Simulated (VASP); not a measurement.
# InP (F-43m) in VASP: single point with PBEsol

Aim: the single point of InP with PBEsol.

Everything below comes from runs of VASP 6.6.1. Logs are shortened: lines on timing, memory, paths and dates and some standing lists are left out, and cuts for length are marked.

### 1 The cell of the first run

Symmetry: F-43m, No. 216, cubic system. Conventional cell: a = 5.879 Å, b = 5.879 Å, c = 5.879 Å, α = 90.00°, β = 90.00°, γ = 90.00°. In (site symmetry -43m) has 4 P at 2.55 Å within 3.4 Å. P (site symmetry -43m) has 4 In at 2.55 Å within 3.4 Å.

### 2 Single point, PBEsol

INCAR

```
SYSTEM = InP
PREC = Accurate ; ENCUT = 520
EDIFF = 1E-6 ; ISMEAR = 0
SIGMA = 0.02 ; LREAL = .False.
LASPH = .True. ; NELM = 80
ALGO = Normal ; ISIF = 2
LWAVE = .False. ; LCHARG = .False.
GGA = PS ; NBANDS = 16
```

KPOINTS

```
Automatic mesh
0
Gamma
  10 10 10
  0 0 0
```

POSCAR

```
InP
1.0
    0.0000000000      2.9395031553      2.9395031553
    2.9395031553      0.0000000000      2.9395031553
    2.9395031553      2.9395031553      0.0000000000
In P
1 1
Direct
    0.0000000000      0.0000000000      0.0000000000
    0.7500000000      0.7500000000      0.7500000000
```

Potentials or basis: VASP PAW PBE potentials, release 64 (In_d, P).

Launch:

```bash
$ cat potpaw_PBE.64/In_d/POTCAR potpaw_PBE.64/P/POTCAR > POTCAR
$ mpirun -np 1 vasp_std > vasp.out
```

OUTCAR:

```text
SYSTEM = InP
   PREC = Accurate
   ENCUT = 520
   EDIFF = 1E-6
   ISMEAR = 0
   LREAL = .False.
   LASPH = .True.
   NELM = 80
   ISIF = 2
   GGA = PS

 ion  position               nearest neighbor table
   1  0.000  0.000  0.000-   2 2.55   2 2.55   2 2.55   2 2.55
   2  0.750  0.750  0.750-   1 2.55   1 2.55   1 2.55   1 2.55

  LATTYP: Found a face centered cubic cell.
 ALAT       =     5.8790063106

  Lattice vectors:

 A1 = (   0.0000000000,   2.9395031553,   2.9395031553)
 A2 = (   2.9395031553,   0.0000000000,   2.9395031553)
 A3 = (   2.9395031553,   2.9395031553,   0.0000000000)

Analysis of symmetry for initial positions (statically):
=====================================================================
 Subroutine PRICEL returns:
 Original cell was already a primitive cell.

 Routine SETGRP: Setting up the symmetry group for a
 face centered cubic supercell.

 Subroutine GETGRP returns: Found 24 space group operations
 (whereof 24 operations were pure point group operations)
 out of a pool of 48 trial point group operations.

The static configuration has the point symmetry T_d .

Analysis of symmetry for dynamics (positions and initial velocities):
=====================================================================
 Subroutine PRICEL returns:
 Original cell was already a primitive cell.

 Routine SETGRP: Setting up the symmetry group for a
 face centered cubic supercell.

 Subroutine GETGRP returns: Found 24 space group operations
 (whereof 24 operations were pure point group operations)
 out of a pool of 48 trial point group operations.

The dynamic configuration has the point symmetry T_d .

 Subroutine INISYM returns: Found 24 space group operations
 (whereof 24 operations are pure point group operations),
 and found     1 'primitive' translations

----------------------------------------------------------------------------------------

                                     Primitive cell

  volume of cell :      50.7986

  direct lattice vectors                    reciprocal lattice vectors
     0.000000000  2.939503155  2.939503155    -0.170096773  0.170096773  0.170096773
     2.939503155  0.000000000  2.939503155     0.170096773 -0.170096773  0.170096773
     2.939503155  2.939503155  0.000000000     0.170096773  0.170096773 -0.170096773

  length of vectors
     4.157085229  4.157085229  4.157085229     0.294616252  0.294616252  0.294616252

  position of ions in fractional coordinates (direct lattice)
     0.000000000  0.000000000  0.000000000
     0.750000000  0.750000000  0.750000000

  ion indices of the primitive-cell ions
   primitive index   ion index
                 1           1
                 2           2

----------------------------------------------------------------------------------------

 KPOINTS: Automatic mesh

Automatic generation of k-mesh.
 Grid dimensions read from file:
 generate k-points for:   10   10   10

 Generating k-lattice:

  Cartesian coordinates                     Fractional coordinates (reciprocal lattice)
    -0.017009677  0.017009677  0.017009677     0.100000000  0.000000000  0.000000000
     0.017009677 -0.017009677  0.017009677     0.000000000  0.100000000  0.000000000
     0.017009677  0.017009677 -0.017009677     0.000000000  0.000000000  0.100000000

  Length of vectors
     0.029461625  0.029461625  0.029461625

  Shift w.r.t. Gamma in fractional coordinates (k-lattice)
     0.000000000  0.000000000  0.000000000

 Subroutine IBZKPT returns following result:
 ===========================================

 Found     47 irreducible k-points:

 Following reciprocal coordinates:
            Coordinates               Weight
  0.000000  0.000000  0.000000      1.000000
  0.100000  0.000000  0.000000      8.000000
  0.200000  0.000000  0.000000      8.000000
  0.300000  0.000000  0.000000      8.000000
  0.400000  0.000000  0.000000      8.000000
  0.500000  0.000000  0.000000      4.000000
[... 16 lines left out ...]
  0.300000  0.300000  0.000000      6.000000
  0.400000  0.300000  0.000000     24.000000
 [... further k-points ...]
   k-points           NKPTS =     47   k-points in BZ     NKDIM =     47   number of bands    NBANDS=     16
   number of dos      NEDOS =    301   number of ions     NIONS =      2
   total plane-waves  NPLWV =  32768
   dimension x,y,z NGX =    32 NGY =   32 NGZ =   32
   dimension x,y,z NGXF=    64 NGYF=   64 NGZF=   64
   ions per type =               1   1
   NGX,Y,Z   is equivalent  to a cutoff of  12.80, 12.80, 12.80 a.u.
   NGXF,Y,Z  is equivalent  to a cutoff of  25.59, 25.59, 25.59 a.u.
 SYSTEM =  InP
   PREC   = accura    normal or accurate (medium, high low for compatibility)
   ISTART =      0    job   : 0-new  1-cont  2-samecut
   ICHARG =      2    charge: 1-file 2-atom 10-const
   ISPIN  =      1    spin polarized calculation?
   LNONCOLLINEAR =      F non collinear calculations
   LSORBIT =      F    spin-orbit coupling
   LASPH  =      T    aspherical Exc in radial PAW
   ENCUT  =  520.0 eV  38.22 Ry    6.18 a.u.   7.73  7.73  7.73*2*pi/ulx,y,z
   NELM   =     80;   NELMIN=  2; NELMDL= -5     # of ELM steps
   EDIFF  = 0.1E-05   stopping-criterion for ELM
   LREAL  =      F    real-space projection
   EDIFFG = 0.1E-04   stopping-criterion for IOM
   NSW    =      0    number of steps for IOM
   IBRION =     -1    ionic relax: 0-MD 1-quasi-New 2-CG
   NFREE  =      0    steps in history (QN), initial steepest desc. (CG)
   ISIF   =      2    stress and relaxation
   ISYM   =      2    0-nonsym 1-usesym 2-fastsym
   POTIM  = 0.5000    time-step for ionic-motion
   TEBEG  =    0.0;   TEEND  =   0.0 temperature during run
   PSTRESS=    0.0 pullay stress
   NELECT =      18.0000    total number of electrons
   NUPDOWN=      -1.0000    fix difference up-down
   EMIN   =  10.00;   EMAX   =-10.00  energy-range for DOS
   EFERMI =   0.00;   METHOD = LEGACY
   ISMEAR =     0;   SIGMA  =   0.02  broadening in eV -4-tet -1-fermi 0-gaus
   EFERMI_NEDOS =   21; number of points for ismear=-14 and -15
   IALGO  =     38    algorithm
   IMIX   =      4    mixing-type and parameters
     AMIX     =   0.40;   BMIX     =  1.00
     AMIX_MAG =   1.60;   BMIX_MAG =  1.00
  volume/ion in A,a.u.               =      25.40       171.40
  Fermi-wavevector in a.u.,A,eV,Ry     =   1.158462  2.189175 18.259479  1.342034
  Thomas-Fermi vector in A             =   2.295064
   LORBIT       =      0    0 simple, 1 ext, 2 COOP (PROOUT), +10 PAW based schemes
   GGA     = PS    functional components
   LHFCALC =     F    Hartree Fock is set to
   AEXX    =    0.0000 exact exchange contribution
   IVDW    =     0    specifies the selected vdW correction
   LEPSILON=     F    determine dielectric tensor
   LRPA    =     F    only Hartree local field effects (RPA)
 non-spin polarized calculation
 Gauss-broadening in eV      SIGMA  =   0.02
  energy-cutoff  :      520.00
  volume of cell :       50.80
 maximum number of plane-waves:      1387
   NGX = 15   NGY = 15   NGZ = 15

 number of electron      18.0000007 magnetization

 Free energy of the ion-electron system (eV)
  ---------------------------------------------------
  ext. energy  EPLUGINS =         0.00000000
  ---------------------------------------------------
  free energy    TOTEN  =        -9.15673356 eV

  energy without entropy =       -9.15673356  energy(sigma->0) =       -9.15673356

 E-fermi :   5.0951     XC(G=0):  -9.4391

 val. band max:        4.9902044845   @ k =   0.0000   0.0000   0.0000
 cond. band min:       5.5560464180   @ k =   0.0000   0.0000   0.0000
 fundamental gap:      0.5658419335
 Fermi energy:         5.0951249214

 k-point     1 :       0.0000    0.0000    0.0000
  band No.  band energies     occupation
      1      -9.1391      2.00000
      2      -9.1391      2.00000
      3      -9.1391      2.00000
      4      -8.9890      2.00000
      5      -8.9890      2.00000
      6      -6.4946      2.00000
[... 8 lines left out ...]
     15      14.4058      0.00000
     16      14.4058      0.00000

 k-point     2 :       0.1000    0.0000    0.0000
  band No.  band energies     occupation
      1      -9.1514      2.00000
      2      -9.1343      2.00000
      3      -9.1343      2.00000
      4      -8.9890      2.00000
      5      -8.9890      2.00000
      6      -6.3803      2.00000
[... 8 lines left out ...]
     15      13.8914      0.00000
     16      13.8914      0.00000

 k-point     3 :       0.2000    0.0000    0.0000
  band No.  band energies     occupation
      1      -9.1823      2.00000
      2      -9.1225      2.00000
      3      -9.1225      2.00000
      4      -8.9880      2.00000
      5      -8.9880      2.00000
      6      -6.0516      2.00000
[... 8 lines left out ...]
     15      13.4624      0.00000
     16      14.1499      0.00000

 k-point     4 :       0.3000    0.0000    0.0000
  band No.  band energies     occupation
      1      -9.2184      2.00000
      2      -9.1104      2.00000
      3      -9.1104      2.00000
      4      -8.9841      2.00000
      5      -8.9841      2.00000
      6      -5.5593      2.00000
[... 8 lines left out ...]
     15      13.7510      0.00000
     16      13.7510      0.00000
[... 324 lines left out ...]
 k-point    22 :      -0.2000    0.2000    0.0000
  band No.  band energies     occupation
      1      -9.2286      2.00000
      2      -9.1024      2.00000
      3      -9.1009      2.00000
      4      -8.9938      2.00000
      5      -8.9809      2.00000
      6      -5.3928      2.00000
[... 8 lines left out ...]
     15      15.1400      0.00000
     16      16.1485      0.00000

 k-point    23 :       0.3000    0.3000    0.0000
  band No.  band energies     occupation
      1      -9.2668      2.00000
      2      -9.0728      2.00000
      3      -9.0728      2.00000
      4      -9.0204      2.00000
      5      -8.9663      2.00000
      6      -5.2480      2.00000
[... 8 lines left out ...]
     15      15.1572      0.00000
     16      17.6930      0.00000

 k-point    24 :       0.4000    0.3000    0.0000
  band No.  band energies     occupation
      1      -9.2861      2.00000
      2      -9.0638      2.00000
      3      -9.0604      2.00000
      4      -9.0239      2.00000
      5      -8.9628      2.00000
      6      -4.8297      2.00000
[... 8 lines left out ...]
     15      15.5779      0.00000
     16      17.5742      0.00000

 [... further k-points ...]

------------------------ aborting loop because EDIFF is reached ----------------------------------------

  FORCE on cell =-STRESS in cart. coord.  units (eV):
  Direction    XX          YY          ZZ          XY          YZ          ZX
  --------------------------------------------------------------------------------------
  -------------------------------------------------------------------------------------
  Total       -0.0116707     -0.0116707     -0.0116707     -0.0000000     -0.0000000     -0.0000000
  in kB       -0.3680900     -0.3680900     -0.3680900     -0.0000000     -0.0000000     -0.0000000
  external PRESSURE =      -0.3680900 kB  Pullay stress =       0.0000000 kB

 VOLUME and BASIS-vectors are now :
 -----------------------------------------------------------------------------
  energy-cutoff  :      520.00
  volume of cell :       50.80
      direct lattice vectors                 reciprocal lattice vectors
     0.000000000  2.939503155  2.939503155    -0.170096773  0.170096773  0.170096773
     2.939503155  0.000000000  2.939503155     0.170096773 -0.170096773  0.170096773
     2.939503155  2.939503155  0.000000000     0.170096773  0.170096773 -0.170096773

 POSITION                                       TOTAL-FORCE (eV/Angst)
 -----------------------------------------------------------------------------------
      0.00000      0.00000      0.00000         0.000000      0.000000      0.000000
      4.40925      4.40925      4.40925        -0.000000     -0.000000     -0.000000
 -----------------------------------------------------------------------------------
    total drift:                                0.000000      0.000000      0.000000

  FREE ENERGIE OF THE ION-ELECTRON SYSTEM (eV)
  ---------------------------------------------------
  free  energy   TOTEN  =        -9.1567335555 eV

  energy  without entropy=       -9.1567335555  energy(sigma->0) =       -9.15673356
```

It took 47 s on 1 thread of Intel Xeon 8259CL, shared host; peak memory 0.19 GiB.

Results:

```
Free energy            : -9.1567 eV
Pressure               : 0.0 GPa
Band gap on the k mesh : 0.57 eV
```

Caveat: semilocal functionals underestimate gaps, and a narrow one can read as zero; the PAW data sets were made with another functional, which shifts forces and pressure a little; spin-orbit coupling is left out, which moves the levels of the heavy elements.
